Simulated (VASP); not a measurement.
The system is Zn.

```
CELL_PARAMETERS angstrom
0.00000 1.96478 1.96478
1.96478 0.00000 1.96478
1.96478 1.96478 0.00000
ATOMIC_POSITIONS crystal
Zn 0.00000 0.00000 0.00000
```

* Program: VASP 6.6.1
* Task: relaxation of cell and atoms
* Functional: PBEsol
* Dispersion: D3(BJ)
* Potentials or basis: VASP PAW PBE potentials, release 64 (Zn)
* Cutoff: 600 eV
* k mesh: 12 × 12 × 12
* Occupations: fermi-dirac, width 0.05 eV
* Spin: no spin polarisation

At the start: pressure -9.0 GPa; volume 15.17 Å³/atom.

Problem. How do energy, volume and symmetry change on relaxing?

Solution. Over 3 steps the energy falls by 52.7 meV/atom and the volume is 13.47 Å³/atom (-11.2 %); space group Fm-3m (No. 225, to 0.05 Å).

Step by step:
```tsv
step	energy change (eV)	largest force (eV/Å)	pressure (GPa)	volume (Å³)
1	0.0000	0.0000	-8.97	15.17
2	-0.0525	0.0000	0.68	13.38
3	-0.0527	0.0000	0.10	13.47
```

Final structure:
```xyz
1
Lattice="0.0000 1.8886 1.8886 1.8886 0.0000 1.8886 1.8886 1.8886 0.0000" Properties=species:S:1:pos:R:3 pbc="T T T"
Zn    0.0000    0.0000    0.0000
```

Caveat: the PAW data sets were made with another functional, which shifts forces and pressure a little; pairwise dispersion overbinds metals, which lowers pressure and volume.
